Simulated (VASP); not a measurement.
Here is a VASP 6.6.1 calculation.

File INCAR:

```
PREC     = Accurate       # precision mode
ENCUT    = 600            # plane-wave cutoff, eV
EDIFF    = 1E-6           # SCF threshold, eV
ISMEAR   = 0              # smearing method
SIGMA    = 0.1            # smearing width, eV
LREAL    = False          # projectors in reciprocal space
LASPH    = True           # aspherical terms in the spheres
NELM     = 60             # most SCF steps
ALGO     = Fast           # electronic algorithm
ISIF     = 3              # what is computed and relaxed
LWAVE    = False          # write WAVECAR
LCHARG   = False          # write CHGCAR
GGA      = CA             # functional
IBRION   = 2              # ionic algorithm
NSW      = 100            # ionic steps
EDIFFG   = -0.002         # ionic threshold
```

KPOINTS

```
regular mesh
0
Gamma
  12 12 12
```

File POSCAR:

```
Al2Au
1.0
    0.0000000000      3.0023346600      3.0023346600
    3.0023346600      0.0000000000      3.0023346600
    3.0023346600      3.0023346600      0.0000000000
Al Au
2 1
Direct
    0.2500000000      0.2500000000      0.2500000000
    0.7500000000      0.7500000000      0.7500000000
    0.0000000000      0.0000000000      0.0000000000
```

Potentials or basis: VASP PAW LDA potentials, release 64 (Al, Au).

Launch:

```sh
$ cat potpaw_LDA.64/Al/POTCAR potpaw_LDA.64/Au/POTCAR > POTCAR
$ mpirun -np 1 vasp_std > vasp.out
```

Estimate the space group after relaxing (to 0.1 Å).

Fm-3m (No. 225).

What does it give for the band gap on the k mesh?

Zero (an odd number of electrons rules out a gap without spin polarisation).

Predict the relaxed volume.

17.64 Å³/atom.

What does it give for the relaxed cell?

a = 4.215 Å, b = 4.215 Å, c = 4.215 Å, α = 60.00°, β = 60.00°, γ = 60.00°.

Step by step:
| step | energy change (eV) | largest force (eV/Å) | pressure (GPa) | volume (Å³) |
| --- | --- | --- | --- | --- |
| 1 | 0.0000 | 0.0000 | -2.56 | 54.13 |
| 2 | -0.0018 | 0.0000 | 2.52 | 51.90 |
| 3 | -0.0098 | 0.0000 | -0.02 | 52.93 |
| 4 | -0.0098 | 0.0000 | 0.05 | 52.91 |
| 5 | -0.0098 | 0.0000 | -0.02 | 52.95 |
| 6 | -0.0098 | 0.0000 | -0.01 | 52.93 |

Caveat: spin-orbit coupling is left out, which moves the levels of the heavy elements.
